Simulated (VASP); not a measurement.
# GeSe (Pnma) in VASP: single point with PBE

Aim: the single point of GeSe with PBE.

All numbers are computed with VASP 6.6.1; they aren't measurements. Logs are shortened: lines on timing, memory, paths and dates and some standing lists are left out, and cuts for length are marked.

## (1) The cell of the first run

The structure is orthorhombic, space group Pnma (No. 62). Conventional cell: a = 10.790 Å, b = 3.820 Å, c = 4.380 Å, α = 90.00°, β = 90.00°, γ = 90.00°. Ge (site symmetry m) has 6 Se at 2.54 to 3.38 Å and 2 Ge at 3.37 Å within 3.4 Å. Se (site symmetry m) has 6 Ge at 2.54 to 3.38 Å within 3.4 Å.

## (2) Single point, PBE

INCAR reads:

```
ALGO = Normal
EDIFF = 1E-6
ENCUT = 500
GGA = PE
GGA_COMPAT = False
ISIF = 2
ISMEAR = 0
LASPH = True
LCHARG = True
LELF = True
LREAL = False
LVHAR = True
LWAVE = False
NBANDS = 50
NELM = 120
PREC = Accurate
SIGMA = 0.01
```

KPOINTS reads:

```
k-points
0
Gamma
  2 6 4
```

POSCAR reads:

```
GeSe
1.0
   10.7900000000      0.0000000000      0.0000000000
    0.0000000000      3.8200000000      0.0000000000
    0.0000000000      0.0000000000      4.3800000000
Ge Se
4 4
Direct
    0.1210000000      0.7500000000      0.8940000000
    0.6210000000      0.7500000000      0.6060000000
    0.3790000000      0.2500000000      0.3940000000
    0.8790000000      0.2500000000      0.1060000000
    0.8520000000      0.7500000000      0.4970000000
    0.3520000000      0.7500000000      0.0030000000
    0.6480000000      0.2500000000      0.9970000000
    0.1480000000      0.2500000000      0.5030000000
```

Potentials or basis: VASP PAW PBE potentials, release 64 (Ge_d, Se).

Started as:

```console
$ cat potpaw_PBE.64/Ge_d/POTCAR potpaw_PBE.64/Se/POTCAR > POTCAR
$ mpirun -np 1 vasp_std > vasp.out
```

OUTCAR:

```text
EDIFF = 1E-6
   ENCUT = 500
   GGA = PE
   ISIF = 2
   ISMEAR = 0
   LASPH = True
   LREAL = False
   NELM = 120
   PREC = Accurate

 ion  position               nearest neighbor table
   1  0.121  0.750  0.894-   6 2.54   8 2.58   8 2.58
   2  0.621  0.750  0.606-   5 2.54   7 2.58   7 2.58
   3  0.379  0.250  0.394-   8 2.54   6 2.58   6 2.58
   4  0.879  0.250  0.106-   7 2.54   5 2.58   5 2.58
   5  0.852  0.750  0.497-   2 2.54   4 2.58   4 2.58
   6  0.352  0.750  0.003-   1 2.54   3 2.58   3 2.58
   7  0.648  0.250  0.997-   4 2.54   2 2.58   2 2.58
   8  0.148  0.250  0.503-   3 2.54   1 2.58   1 2.58

  LATTYP: Found a simple orthorhombic cell.
 ALAT       =     3.8200000000
 B/A-ratio  =     1.1465968586
 C/A-ratio  =     2.8246073298

  Lattice vectors:

 A1 = (   0.0000000000,   3.8200000000,   0.0000000000)
 A2 = (   0.0000000000,   0.0000000000,   4.3800000000)
 A3 = (  10.7900000000,   0.0000000000,   0.0000000000)

Analysis of symmetry for initial positions (statically):
=====================================================================
 Subroutine PRICEL returns:
 Original cell was already a primitive cell.

 Routine SETGRP: Setting up the symmetry group for a
 simple orthorhombic supercell.

 Subroutine GETGRP returns: Found  8 space group operations
 (whereof  2 operations were pure point group operations)
 out of a pool of  8 trial point group operations.

The static configuration has the point symmetry S_2 .
 The point group associated with its full space group is D_2h.

Analysis of symmetry for dynamics (positions and initial velocities):
=====================================================================
 Subroutine PRICEL returns:
 Original cell was already a primitive cell.

 Routine SETGRP: Setting up the symmetry group for a
 simple orthorhombic supercell.

 Subroutine GETGRP returns: Found  8 space group operations
 (whereof  2 operations were pure point group operations)
 out of a pool of  8 trial point group operations.

The dynamic configuration has the point symmetry S_2 .
 The point group associated with its full space group is D_2h.

 Subroutine INISYM returns: Found  8 space group operations
 (whereof  2 operations are pure point group operations),
 and found     1 'primitive' translations
[... 106 lines left out ...]
   EDIFF  = 0.1E-05   stopping-criterion for ELM
   LREAL  =      F    real-space projection
   EDIFFG = 0.1E-04   stopping-criterion for IOM
   NSW    =      0    number of steps for IOM
   IBRION =     -1    ionic relax: 0-MD 1-quasi-New 2-CG
   NFREE  =      0    steps in history (QN), initial steepest desc. (CG)
   ISIF   =      2    stress and relaxation
   ISYM   =      2    0-nonsym 1-usesym 2-fastsym
   POTIM  = 0.5000    time-step for ionic-motion
   TEBEG  =    0.0;   TEEND  =   0.0 temperature during run
   PSTRESS=    0.0 pullay stress
   NELECT =      80.0000    total number of electrons
   NUPDOWN=      -1.0000    fix difference up-down
   EMIN   =  10.00;   EMAX   =-10.00  energy-range for DOS
   EFERMI =   0.00;   METHOD = LEGACY
   ISMEAR =     0;   SIGMA  =   0.01  broadening in eV -4-tet -1-fermi 0-gaus
   EFERMI_NEDOS =   21; number of points for ismear=-14 and -15
   IALGO  =     38    algorithm
   IMIX   =      4    mixing-type and parameters
     AMIX     =   0.40;   BMIX     =  1.00
     AMIX_MAG =   1.60;   BMIX_MAG =  1.00
  volume/ion in A,a.u.               =      22.57       152.29
  Fermi-wavevector in a.u.,A,eV,Ry     =   1.248107  2.358580 21.194766  1.557771
  Thomas-Fermi vector in A             =   2.382209
   LORBIT       =      0    0 simple, 1 ext, 2 COOP (PROOUT), +10 PAW based schemes
   GGA     = PE    functional components
   LHFCALC =     F    Hartree Fock is set to
   AEXX    =    0.0000 exact exchange contribution
   IVDW    =     0    specifies the selected vdW correction
   LEPSILON=     F    determine dielectric tensor
   LRPA    =     F    only Hartree local field effects (RPA)
 non-spin polarized calculation
 Gauss-broadening in eV      SIGMA  =   0.01
  energy-cutoff  :      500.00
  volume of cell :      180.53
 maximum number of plane-waves:      4614
 NGX is ok and might be reduce to    80
   NGX = 39   NGY = 13   NGZ = 15

 number of electron      80.0000030 magnetization

 Free energy of the ion-electron system (eV)
  ---------------------------------------------------
  ext. energy  EPLUGINS =         0.00000000
  ---------------------------------------------------
  free energy    TOTEN  =       -33.73132291 eV

  energy without entropy =      -33.73132291  energy(sigma->0) =      -33.73132291

 E-fermi :   4.5933     XC(G=0): -10.0197

 val. band max:        4.4529887132   @ k =   0.0000   0.0000   0.0000
 cond. band min:       5.1773302966   @ k =   0.0000   0.0000   0.0000
 fundamental gap:      0.7243415834
 Fermi energy:         4.5933313915

 k-point     1 :       0.0000    0.0000    0.0000
  band No.  band energies     occupation
      1     -20.0319      2.00000
      2     -20.0292      2.00000
      3     -20.0279      2.00000
      4     -20.0270      2.00000
      5     -20.0263      2.00000
      6     -20.0260      2.00000
[... 1261 lines left out ...]
     49      11.4269      0.00000
     50      11.4270      0.00000

------------------------ aborting loop because EDIFF is reached ----------------------------------------

  FORCE on cell =-STRESS in cart. coord.  units (eV):
  Direction    XX          YY          ZZ          XY          YZ          ZX
  --------------------------------------------------------------------------------------
  -------------------------------------------------------------------------------------
  Total        4.5298538      3.7117862      2.7861024      0.0000000      0.0000000      0.0000000
  in kB       40.2009068     32.9408358     24.7257082      0.0000000      0.0000000      0.0000000
  external PRESSURE =      32.6224836 kB  Pullay stress =       0.0000000 kB

 VOLUME and BASIS-vectors are now :
 -----------------------------------------------------------------------------
  energy-cutoff  :      500.00
  volume of cell :      180.53
      direct lattice vectors                 reciprocal lattice vectors
    10.790000000  0.000000000  0.000000000     0.092678406  0.000000000  0.000000000
     0.000000000  3.820000000  0.000000000     0.000000000  0.261780105  0.000000000
     0.000000000  0.000000000  4.380000000     0.000000000  0.000000000  0.228310502

 POSITION                                       TOTAL-FORCE (eV/Angst)
 -----------------------------------------------------------------------------------
      1.30559      2.86500      3.91572        -0.182652      0.000000      0.038533
      6.70059      2.86500      2.65428        -0.182652     -0.000000     -0.038533
      4.08941      0.95500      1.72572         0.182652      0.000000      0.038533
      9.48441      0.95500      0.46428         0.182652     -0.000000     -0.038533
      9.19308      2.86500      2.17686         0.239199      0.000000      0.035147
      3.79808      2.86500      0.01314         0.239199      0.000000     -0.035147
      6.99192      0.95500      4.36686        -0.239199     -0.000000      0.035147
      1.59692      0.95500      2.20314        -0.239199      0.000000     -0.035147
 -----------------------------------------------------------------------------------
    total drift:                               -0.000000     -0.000000      0.000000

  FREE ENERGIE OF THE ION-ELECTRON SYSTEM (eV)
  ---------------------------------------------------
  free  energy   TOTEN  =       -33.7313229122 eV

  energy  without entropy=      -33.7313229122  energy(sigma->0) =      -33.73132291
```

OSZICAR:

```text
N       E                     dE             d eps       ncg     rms          rms(c)
DAV:   1     0.902995529055E+03    0.90300E+03   -0.35200E+04  3040   0.335E+03
DAV:   2     0.146023558541E+03   -0.75697E+03   -0.72363E+03  2408   0.932E+02
DAV:   3    -0.200835156431E+02   -0.16611E+03   -0.15877E+03  2762   0.222E+02
DAV:   4    -0.336220465621E+02   -0.13539E+02   -0.13265E+02  2864   0.693E+01
DAV:   5    -0.340580331650E+02   -0.43599E+00   -0.43387E+00  2786   0.129E+01    0.694E+00
DAV:   6    -0.337473897914E+02    0.31064E+00   -0.56633E-01  3324   0.428E+00    0.431E+00
DAV:   7    -0.337341291536E+02    0.13261E-01   -0.28895E-01  3058   0.208E+00    0.102E+00
DAV:   8    -0.337308098049E+02    0.33193E-02   -0.31060E-02  3114   0.136E+00    0.228E-01
DAV:   9    -0.337312416597E+02   -0.43185E-03   -0.42874E-03  2860   0.454E-01    0.779E-02
DAV:  10    -0.337312991592E+02   -0.57500E-04   -0.35681E-04  2772   0.967E-02    0.327E-02
DAV:  11    -0.337313262436E+02   -0.27084E-04   -0.46453E-05  3098   0.483E-02    0.114E-02
DAV:  12    -0.337313227249E+02    0.35188E-05   -0.10182E-05  2596   0.192E-02    0.355E-03
DAV:  13    -0.337313229122E+02   -0.18734E-06   -0.19472E-06  1862   0.796E-03
   1 F= -.33731323E+02 E0= -.33731323E+02  d E =-.339821E-89
```

stdout:

```text
POSCAR found type information on POSCAR GeSe
 POSCAR found :  2 types and       8 ions
 scaLAPACK will be used
 LDA part: xc-table for (Slater+PW92), standard interpolation
 POSCAR, INCAR and KPOINTS ok, starting setup
 FFT: planning ... GRIDC
 FFT: planning ... GRID_SOFT
 FFT: planning ... GRID
 WAVECAR not read
 entering main loop
```

Wall time 4.9 min (1 thread of Intel Xeon 8259CL, shared host); peak memory 0.34 GiB.

What came out:

| Property | Result |
| --- | --- |
| Free energy | -33.7313 eV |
| Pressure | 3.3 GPa |
| Largest force | 0.242 eV/Å |
| Band gap on the k mesh | 0.72 eV |

Forces on the atoms (eV/Å):
```
Ge  -0.183  0.000  0.039
Ge  -0.183  0.000 -0.039
Ge   0.183  0.000  0.039
Ge   0.183  0.000 -0.039
Se   0.239  0.000  0.035
Se   0.239  0.000 -0.035
Se  -0.239  0.000  0.035
Se  -0.239  0.000 -0.035
```

Caveat: the cell stands under pressure.
